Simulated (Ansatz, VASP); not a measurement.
# Nb: VASP beside Ansatz

```
Nb
1.0
     2.71964    0.00000    0.00000
     0.00000    2.71964    0.00000
     0.00000    0.00000    2.71964
Nb
1
Direct
  0.50000 0.50000 0.50000
```

Alike in both runs: functional PBE; k mesh 20 × 20 × 20; occupations gaussian, width 0.1 eV; no spin polarisation.

Ansatz relaxed the structure, and its values are those at the end. VASP's run is a single point on that final structure, the one shown.

```csv
,VASP,Ansatz
version,VASP 6.6.1,Ansatz 0.2.0
potentials or method,"VASP PAW PBE potentials, release 64 (Nb_sv), cutoff 520 eV","scalar-relativistic, plane waves, PAW"
valence electrons in the cell,13,13
```

```csv
,VASP,Ansatz,Ansatz less VASP
gap on the k mesh at the Fermi level (eV),none,none,-
pressure (GPa),-0.2,0.0,+0.19
```

A gap of «none» marks a metal or a gap that the smearing closes.
